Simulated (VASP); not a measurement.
# TiAl3: single point with PBE

The system is TiAl3.

```xyz
4
Lattice="3.8040 0.0000 0.0000 0.0000 3.8040 0.0000 0.0000 0.0000 5.4290" Properties=species:S:1:pos:R:3 pbc="T T T"
Ti    0.0000    0.0000    2.7145
Al    1.9020    1.9020    0.0000
Al    1.9020    1.9020    2.7145
Al    0.0000    0.0000    0.0000
```

| Property | Result |
| --- | --- |
| Program | VASP 6.6.1 |
| Task | single point |
| Functional | PBE |
| Potentials or basis | VASP PAW PBE potentials, release 64 (Ti_sv, Al) |
| Cutoff | 520 eV |
| k mesh | 4 × 4 × 4 |
| Occupations | gaussian, width 0.1 eV |
| Spin | collinear spin, ferromagnetic start |
| Starting moments | [1.0, 0.0, 0.0, 0.0] μB |

The pressure is 0.0 GPa, the net moment is -0.01 μB per cell and the valence electrons inside the program's atomic spheres are Ti 10.19; Al 0.78, 0.84, 0.82.

Levels at points of the mesh, in eV from the Fermi level:
Spin up:
| k point | band 8 | band 9 | band 10 | band 11 | band 12 | band 13 | band 14 | band 15 |
| --- | --- | --- | --- | --- | --- | --- | --- | --- |
| (0.00, 0.00, 0.00) | -0.46 | 0.27 | 0.27 | 0.33 | 0.94 | 0.94 | 0.95 | 2.93 |
| (0.50, 0.00, 0.00) | -1.98 | -1.84 | -0.44 | -0.33 | 1.18 | 1.44 | 2.18 | 2.34 |
| (0.50, 0.50, 0.00) | -3.46 | -1.14 | -0.41 | -0.23 | -0.23 | 0.88 | 0.88 | 1.57 |
| (0.00, 0.00, 0.50) | -0.34 | -0.17 | -0.17 | 0.96 | 1.17 | 2.45 | 2.45 | 2.70 |
| (0.50, 0.00, 0.50) | -3.43 | -0.61 | -0.31 | 0.78 | 0.94 | 1.91 | 2.86 | 3.30 |
| (0.50, 0.50, 0.50) | -3.26 | -3.26 | -1.17 | -1.17 | -0.96 | 1.46 | 1.46 | 1.93 |
Spin down:
| k point | band 7 | band 8 | band 9 | band 10 | band 11 | band 12 | band 13 | band 14 | band 15 | band 16 |
| --- | --- | --- | --- | --- | --- | --- | --- | --- | --- | --- |
| (0.00, 0.00, 0.00) | -3.39 | -0.46 | 0.26 | 0.26 | 0.33 | 0.94 | 0.94 | 0.94 | 2.93 | 3.77 |
| (0.50, 0.00, 0.00) | -2.36 | -1.98 | -1.84 | -0.44 | -0.33 | 1.18 | 1.44 | 2.18 | 2.34 | 2.85 |
| (0.50, 0.50, 0.00) | -3.47 | -3.47 | -1.14 | -0.41 | -0.24 | -0.24 | 0.88 | 0.88 | 1.56 | 1.58 |
| (0.00, 0.00, 0.50) | -1.17 | -0.34 | -0.17 | -0.17 | 0.95 | 1.17 | 2.45 | 2.45 | 2.70 | 2.70 |
| (0.50, 0.00, 0.50) | -4.94 | -3.43 | -0.61 | -0.31 | 0.78 | 0.94 | 1.91 | 2.86 | 3.30 | 3.91 |
| (0.50, 0.50, 0.50) | -3.33 | -3.26 | -3.26 | -1.17 | -1.17 | -0.96 | 1.45 | 1.45 | 1.93 | 2.01 |

Wall time 57 s on 1 thread of Intel(R) Xeon(R) Platinum 8488C (Sapphire Rapids), on a shared host, peak memory 0.22 GiB.

Caveat: the k points lie up to 0.41 Å⁻¹ apart.
